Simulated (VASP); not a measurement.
# WS2 (P6_3/mmc) in VASP: single point with PBE

Aim: the single point of WS2 with PBE.

All numbers are computed with VASP 6.6.1; they aren't measurements. Logs are shortened: lines on timing, memory, paths and dates and some standing lists are left out, and cuts for length are marked.

## 1. The cell of the first run

Symmetry: P6_3/mmc, No. 194, hexagonal system. The conventional cell has a = 3.180 Å, b = 3.180 Å, c = 12.500 Å, α = 90.00°, β = 90.00°, γ = 120.00°. W (site symmetry -6m2) has 6 S at 2.41 Å and 6 W at 3.18 Å within 3.2 Å. S (site symmetry 3m) has 3 W at 2.41 Å and 7 S at 3.14 to 3.18 Å within 3.2 Å.

## 2. Single point, PBE, collinear spin

INCAR reads:

```
SYSTEM = WS2
PREC = Accurate ; ENCUT = 520
EDIFF = 1E-6 ; ISMEAR = -1
SIGMA = 0.02 ; LREAL = .False.
LASPH = .True. ; NELM = 150
ALGO = Normal ; ISIF = 2
LWAVE = .False. ; LCHARG = .True.
ISPIN = 2 ; MAGMOM = 2 2 0 0 0 0
LORBIT = 11 ; LMAXMIX = 4
GGA = PE ; LELF = .True.
LVHAR = .True. ; NBANDS = 39
```

KPOINTS reads:

```
Automatic mesh
0
Gamma
  11 11 3
  0 0 0
```

POSCAR reads:

```
WS2
1.0
    3.1800000000      0.0000000000      0.0000000000
   -1.5900000000      2.7539607840      0.0000000000
    0.0000000000      0.0000000000     12.5000000000
W S
2 4
Direct
    0.3333333333      0.6666666667      0.2500000000
    0.6666666667      0.3333333333      0.7500000000
    0.3333333333      0.6666666667      0.6244923886
    0.6666666667      0.3333333333      0.1244923886
    0.3333333333      0.6666666667      0.8755076114
    0.6666666667      0.3333333333      0.3755076114
```

Potentials or basis: VASP PAW PBE potentials, release 64 (W_sv, S).

Started as:

```bash
$ cat potpaw_PBE.64/W_sv/POTCAR potpaw_PBE.64/S/POTCAR > POTCAR
$ mpirun -np 1 vasp_std > vasp.out
```

OUTCAR:

```text
SYSTEM = WS2
   PREC = Accurate
   ENCUT = 520
   EDIFF = 1E-6
   ISMEAR = -1
   LREAL = .False.
   LASPH = .True.
   NELM = 150
   ISIF = 2
   ISPIN = 2
   LORBIT = 11
   GGA = PE

 ion  position               nearest neighbor table
   1  0.333  0.667  0.250-   4 2.41   6 2.41   4 2.41   6 2.41   4 2.41   6 2.41
   2  0.667  0.333  0.750-   3 2.41   5 2.41   3 2.41   5 2.41   3 2.41   5 2.41
   3  0.333  0.667  0.624-   2 2.41   2 2.41   2 2.41
   4  0.667  0.333  0.124-   1 2.41   1 2.41   1 2.41
   5  0.333  0.667  0.876-   2 2.41   2 2.41   2 2.41
   6  0.667  0.333  0.376-   1 2.41   1 2.41   1 2.41

  LATTYP: Found a hexagonal cell.
 ALAT       =     3.1800000000
 C/A-ratio  =     3.9308176101

  Lattice vectors:

 A1 = (   3.1800000000,   0.0000000000,   0.0000000000)
 A2 = (  -1.5900000000,   2.7539607840,   0.0000000000)
 A3 = (   0.0000000000,   0.0000000000,  12.5000000000)

Analysis of symmetry for initial positions (statically):
=====================================================================
 Subroutine PRICEL returns:
 Original cell was already a primitive cell.

 Routine SETGRP: Setting up the symmetry group for a
 hexagonal supercell.

 Subroutine GETGRP returns: Found 24 space group operations
 (whereof 12 operations were pure point group operations)
 out of a pool of 24 trial point group operations.

The static configuration has the point symmetry D_3d.
 The point group associated with its full space group is D_6h.

Analysis of symmetry for dynamics (positions and initial velocities):
=====================================================================
 Subroutine PRICEL returns:
 Original cell was already a primitive cell.

 Routine SETGRP: Setting up the symmetry group for a
 hexagonal supercell.

 Subroutine GETGRP returns: Found 24 space group operations
 (whereof 12 operations were pure point group operations)
 out of a pool of 24 trial point group operations.

The dynamic configuration has the point symmetry D_3d.
 The point group associated with its full space group is D_6h.

Analysis of structural, dynamic, and magnetic symmetry:
=====================================================================
 Subroutine PRICEL returns:
 Original cell was already a primitive cell.

 Routine SETGRP: Setting up the symmetry group for a
 hexagonal supercell.

 Subroutine GETGRP returns: Found 24 space group operations
 (whereof 12 operations were pure point group operations)
 out of a pool of 24 trial point group operations.

The overall configuration has the point symmetry D_3d.
 The point group associated with its full space group is D_6h.

 Subroutine INISYM returns: Found 24 space group operations
 (whereof 12 operations are pure point group operations),
 and found     1 'primitive' translations

----------------------------------------------------------------------------------------

                                     Primitive cell

  volume of cell :     109.4699

  direct lattice vectors                    reciprocal lattice vectors
     3.180000000  0.000000000  0.000000000     0.314465409  0.181556688  0.000000000
    -1.590000000  2.753960784  0.000000000     0.000000000  0.363113377  0.000000000
     0.000000000  0.000000000 12.500000000     0.000000000  0.000000000  0.080000000

  length of vectors
     3.180000000  3.180000000 12.500000000     0.363113377  0.363113377  0.080000000

  position of ions in fractional coordinates (direct lattice)
     0.333333333  0.666666667  0.250000000
     0.666666667  0.333333333  0.750000000
     0.333333333  0.666666667  0.624492389
     0.666666667  0.333333333  0.124492389
     0.333333333  0.666666667  0.875507611
     0.666666667  0.333333333  0.375507611

  ion indices of the primitive-cell ions
   primitive index   ion index
                 1           1
                 2           2
                 3           3
                 4           4
                 5           5
                 6           6
[... 29 lines left out ...]
  0.000000  0.000000  0.000000      1.000000
  0.090909 -0.000000  0.000000      6.000000
  0.181818 -0.000000  0.000000      6.000000
  0.272727 -0.000000  0.000000      6.000000
  0.363636 -0.000000  0.000000      6.000000
  0.454545 -0.000000  0.000000      6.000000
[... 16 lines left out ...]
  0.090909  0.090909  0.333333     12.000000
  0.181818  0.090909  0.333333     24.000000
 [... further k-points ...]
   k-points           NKPTS =     32   k-points in BZ     NKDIM =     32   number of bands    NBANDS=     39
   number of dos      NEDOS =    301   number of ions     NIONS =      6
   total plane-waves  NPLWV =  55296
   dimension x,y,z NGX =    24 NGY =   24 NGZ =   96
   dimension x,y,z NGXF=    48 NGYF=   48 NGZF=  192
   ions per type =               2   4
   NGX,Y,Z   is equivalent  to a cutoff of  12.55, 12.55, 12.77 a.u.
   NGXF,Y,Z  is equivalent  to a cutoff of  25.09, 25.09, 25.54 a.u.
 SYSTEM =  WS2
   PREC   = accura    normal or accurate (medium, high low for compatibility)
   ISTART =      0    job   : 0-new  1-cont  2-samecut
   ICHARG =      2    charge: 1-file 2-atom 10-const
   ISPIN  =      2    spin polarized calculation?
   LNONCOLLINEAR =      F non collinear calculations
   LSORBIT =      F    spin-orbit coupling
   LASPH  =      T    aspherical Exc in radial PAW
   ENCUT  =  520.0 eV  38.22 Ry    6.18 a.u.   5.91  5.91 23.24*2*pi/ulx,y,z
   NELM   =    150;   NELMIN=  2; NELMDL= -5     # of ELM steps
   EDIFF  = 0.1E-05   stopping-criterion for ELM
   LREAL  =      F    real-space projection
   EDIFFG = 0.1E-04   stopping-criterion for IOM
   NSW    =      0    number of steps for IOM
   IBRION =     -1    ionic relax: 0-MD 1-quasi-New 2-CG
   NFREE  =      0    steps in history (QN), initial steepest desc. (CG)
   ISIF   =      2    stress and relaxation
   ISYM   =      2    0-nonsym 1-usesym 2-fastsym
   POTIM  = 0.5000    time-step for ionic-motion
   TEBEG  =    0.0;   TEEND  =   0.0 temperature during run
   PSTRESS=    0.0 pullay stress
   NELECT =      52.0000    total number of electrons
   NUPDOWN=      -1.0000    fix difference up-down
   EMIN   =  10.00;   EMAX   =-10.00  energy-range for DOS
   EFERMI =   0.00;   METHOD = LEGACY
   ISMEAR =    -1;   SIGMA  =   0.02  broadening in eV -4-tet -1-fermi 0-gaus
   EFERMI_NEDOS =   21; number of points for ismear=-14 and -15
   IALGO  =     38    algorithm
   IMIX   =      4    mixing-type and parameters
     AMIX     =   0.40;   BMIX     =  1.00
     AMIX_MAG =   1.60;   BMIX_MAG =  1.00
  volume/ion in A,a.u.               =      18.24       123.12
  Fermi-wavevector in a.u.,A,eV,Ry     =   1.277353  2.413847 22.199688  1.631631
  Thomas-Fermi vector in A             =   2.409958
   LORBIT       =     11    0 simple, 1 ext, 2 COOP (PROOUT), +10 PAW based schemes
   GGA     = PE    functional components
   LHFCALC =     F    Hartree Fock is set to
   AEXX    =    0.0000 exact exchange contribution
   IVDW    =     0    specifies the selected vdW correction
   LEPSILON=     F    determine dielectric tensor
   LRPA    =     F    only Hartree local field effects (RPA)
 spin polarized calculation
  energy-cutoff  :      520.00
  volume of cell :      109.47
 maximum number of plane-waves:      2978
 NGX is ok and might be reduce to    24
   NGX = 11   NGY = 11   NGZ = 47

 number of electron      52.0000006 magnetization       0.0012427

 Free energy of the ion-electron system (eV)
  ---------------------------------------------------
  ext. energy  EPLUGINS =         0.00000000
  ---------------------------------------------------
  free energy    TOTEN  =       -47.28273491 eV

  energy without entropy =      -47.28273491  energy(sigma->0) =      -47.28273491

 E-fermi :   7.5426     XC(G=0): -10.7817

 val. band max:        7.1030224896   @ k =   0.0000   0.0000   0.0000
 cond. band min:       8.1631450102   @ k =   0.1818   0.1818   0.0000
 fundamental gap:      1.0601225206
 Fermi energy:         7.5425844136

 spin component 1

 k-point     1 :       0.0000    0.0000    0.0000
  band No.  band energies     occupation
      1     -67.5208      1.00000
      2     -67.5208      1.00000
      3     -31.7573      1.00000
      4     -31.7573      1.00000
      5     -31.6066      1.00000
      6     -31.6066      1.00000
[... 973 lines left out ...]
     37      15.4859      0.00000
     38      15.6495      0.00000

 [... further k-points ...]

 spin component 2

 k-point     1 :       0.0000    0.0000    0.0000
  band No.  band energies     occupation
      1     -67.5208      1.00000
      2     -67.5207      1.00000
      3     -31.7572      1.00000
      4     -31.7572      1.00000
      5     -31.6065      1.00000
      6     -31.6065      1.00000
[... 973 lines left out ...]
     37      15.4862      0.00000
     38      15.6498      0.00000

 [... further k-points ...]

 [bands above 38 left out]

------------------------ aborting loop because EDIFF is reached ----------------------------------------

  FORCE on cell =-STRESS in cart. coord.  units (eV):
  Direction    XX          YY          ZZ          XY          YZ          ZX
  --------------------------------------------------------------------------------------
  -------------------------------------------------------------------------------------
  Total        0.8245980      0.8245980      1.6023555      0.0000000      0.0000000      0.0000000
  in kB       12.0686301     12.0686301     23.4517125      0.0000000      0.0000000      0.0000000
  external PRESSURE =      15.8629909 kB  Pullay stress =       0.0000000 kB

 VOLUME and BASIS-vectors are now :
 -----------------------------------------------------------------------------
  energy-cutoff  :      520.00
  volume of cell :      109.47
      direct lattice vectors                 reciprocal lattice vectors
     3.180000000  0.000000000  0.000000000     0.314465409  0.181556688  0.000000000
    -1.590000000  2.753960784  0.000000000     0.000000000  0.363113377  0.000000000
     0.000000000  0.000000000 12.500000000     0.000000000  0.000000000  0.080000000

 POSITION                                       TOTAL-FORCE (eV/Angst)
 -----------------------------------------------------------------------------------
     -0.00000      1.83597      3.12500         0.000000     -0.000000     -0.000000
      1.59000      0.91799      9.37500        -0.000000      0.000000     -0.000000
     -0.00000      1.83597      7.80615        -0.000000      0.000000     -0.003158
      1.59000      0.91799      1.55615         0.000000     -0.000000     -0.003158
     -0.00000      1.83597     10.94385        -0.000000      0.000000      0.003158
      1.59000      0.91799      4.69385        -0.000000      0.000000      0.003158
 -----------------------------------------------------------------------------------
    total drift:                               -0.000000      0.000000     -0.000000

  FREE ENERGIE OF THE ION-ELECTRON SYSTEM (eV)
  ---------------------------------------------------
  free  energy   TOTEN  =       -47.2827349118 eV

  energy  without entropy=      -47.2827349118  energy(sigma->0) =      -47.28273491

 total charge

# of ion       s       p       d       tot
------------------------------------------
    1        2.319   6.323   3.367  12.010
    2        2.319   6.323   3.367  12.010
    3        1.359   2.362   0.000   3.721
    4        1.359   2.362   0.000   3.721
    5        1.359   2.362   0.000   3.721
    6        1.359   2.362   0.000   3.721
--------------------------------------------------
tot         10.075  22.093   6.735  38.903

 magnetization (x)

# of ion       s       p       d       tot
------------------------------------------
    1        0.000   0.000  -0.000  -0.000
    2        0.000   0.000  -0.000  -0.000
    3       -0.000  -0.000   0.000  -0.000
    4       -0.000  -0.000   0.000  -0.000
    5       -0.000  -0.000   0.000  -0.000
    6       -0.000  -0.000   0.000  -0.000
--------------------------------------------------
tot         -0.000  -0.000  -0.000  -0.000
```

It took 5.2 min on 1 thread of Intel Xeon Platinum 8175M at 2.50GHz (Skylake/Cascade Lake), shared host; peak memory 0.37 GiB.

Results:

```
Free energy                                           : -47.2827 eV
Pressure                                              : 1.6 GPa
Largest force                                         : 0.003 eV/Å
Band gap on the k mesh                                : 1.06 eV (least direct gap 2.01 eV)
Net moment                                            : 0.00 μB per cell
Valence electrons inside the program's atomic spheres : W 12.01; S 3.72
```

Forces on the atoms (eV/Å):
```
W    0.000  0.000  0.000
W    0.000  0.000  0.000
S    0.000  0.000 -0.003
S    0.000  0.000 -0.003
S    0.000  0.000  0.003
S    0.000  0.000  0.003
```

Stress tensor (GPa, compression positive):
```
1.21 0.00 0.00
0.00 1.21 0.00
0.00 0.00 2.35
```

Caveat: spin-orbit coupling is left out, which moves the levels of the heavy elements; this functional lacks dispersion, which binds layers or chains, so the pressure and a relaxed spacing across them are unreliable. A k mesh can miss the band edges.
